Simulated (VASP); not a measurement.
Write the native input for VASP 6.6.1 that does the following.

* Task: single point
* Functional: PBEsol
* Potentials or basis: VASP PAW PBE potentials, release 64 (Ag)
* Cutoff: 520 eV
* k mesh: 10 × 10 × 10
* Occupations: fermi-dirac, width 0.05 eV
* Spin: no spin polarisation
* Dipole correction: no
* Further INCAR settings: ALGO = Normal; EDIFF = 1e-06; NBANDS = 12

The structure of Ag lies in POSCAR:

```
Ag
1.0
   -1.6390974600      1.6390974600      1.6556540000
    1.6390974600     -1.6390974600      1.6556540000
    1.6390974600      1.6390974600     -1.6556540000
Ag
1
Direct
    0.0000000000      0.0000000000      0.0000000000
```

One way to write it, as run:

INCAR

```
SYSTEM = Ag
PREC = Accurate
ENCUT = 520
EDIFF = 1E-6
ISMEAR = -1
SIGMA = 0.05
LREAL = .FALSE.
LASPH = .TRUE.
NELM = 100
ALGO = Normal
ISIF = 2
LWAVE = .FALSE.
LCHARG = .FALSE.
GGA = PS
NBANDS = 12
```

KPOINTS

```
regular mesh
0
G
  10 10 10
  0 0 0
```

Potentials or basis: VASP PAW PBE potentials, release 64 (Ag).

The run is started by

```sh
$ cat potpaw_PBE.64/Ag/POTCAR > POTCAR
$ mpirun -np 1 vasp_std > vasp.out
```

It gave:

The pressure is -5.7 GPa.

Caveat: the PAW data sets were made with another functional, which shifts forces and pressure a little.

Wall time 42 s on 1 thread of AMD EPYC 7R13 (shared host), peak memory 0.12 GiB.
